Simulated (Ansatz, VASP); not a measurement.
**One calculation of NaF, two programs**

```
CELL_PARAMETERS angstrom
0.00000 2.30443 2.30443
2.30443 0.00000 2.30443
2.30443 2.30443 0.00000
ATOMIC_POSITIONS crystal
Na 0.00000 0.00000 0.00000
F 0.50000 0.50000 0.50000
```

Change from the starting cell: volume scaled by 0.98.

Alike in both runs: task single point; functional PBEsol; k mesh 10 × 10 × 10; occupations fermi-dirac, width 0.05 eV; no spin polarisation.

|  | VASP | Ansatz |
| --- | --- | --- |
| version | VASP 6.6.1 | Ansatz 0.2.0 |
| potentials or method | VASP PAW PBE potentials, release 64 (Na_pv, F), cutoff 520 eV | all-electron LAPW, scalar-relativistic |

|  | VASP | Ansatz | Ansatz less VASP |
| --- | --- | --- | --- |
| gap on the k mesh at the Fermi level (eV) | 6.25 | 6.26 | +0.010 |
| least direct gap on the mesh (eV) | 6.25 | 6.26 | +0.010 |
| pressure (GPa) | 0.7 | 0.7 | +0.01 |

VASP's potentials were made for PBE, not for PBEsol. Ansatz ran all-electron here, and VASP with PAW potentials.
